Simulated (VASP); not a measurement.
Li, 1 atom in the cell. It takes space group Im-3m (No. 229, cubic). Conventional cell: a = 3.363 Å, b = 3.363 Å, c = 3.363 Å, α = 90.00°, β = 90.00°, γ = 90.00°. Within 3.8 Å of Li (site symmetry m-3m) lie 14 Li at 2.91 to 3.36 Å. 

```yaml
Program: VASP 6.6.1
Task: single point
Functional: LDA
Potentials_or_basis: VASP PAW LDA potentials, release 64 (Li_sv)
Cutoff: 520 eV
k_mesh: 13 × 13 × 13
Occupations: gaussian, width 0.1 eV
Spin: no spin polarisation
Dipole_correction: no
Further_INCAR_settings: ALGO = Normal; EDIFF = 1e-06; NBANDS = 8
```

Potentials or basis: VASP PAW LDA potentials, release 64 (Li_sv).

Command:

```console
$ cat potpaw_LDA.64/Li_sv/POTCAR > POTCAR
$ mpirun -np 1 vasp_std > vasp.out
```

Hardware: 1 thread of Intel(R) Xeon(R) Platinum 8259CL CPU @ 2.50GHz (Skylake/Cascade Lake), with other jobs on the host.

How long does it take, and how much memory?

It took 6 s on 1 thread of Intel(R) Xeon(R) Platinum 8259CL CPU @ 2.50GHz (Skylake/Cascade Lake), with other jobs on the host, peak memory 0.12 GiB. Counts: scf iterations 9, k points 84.
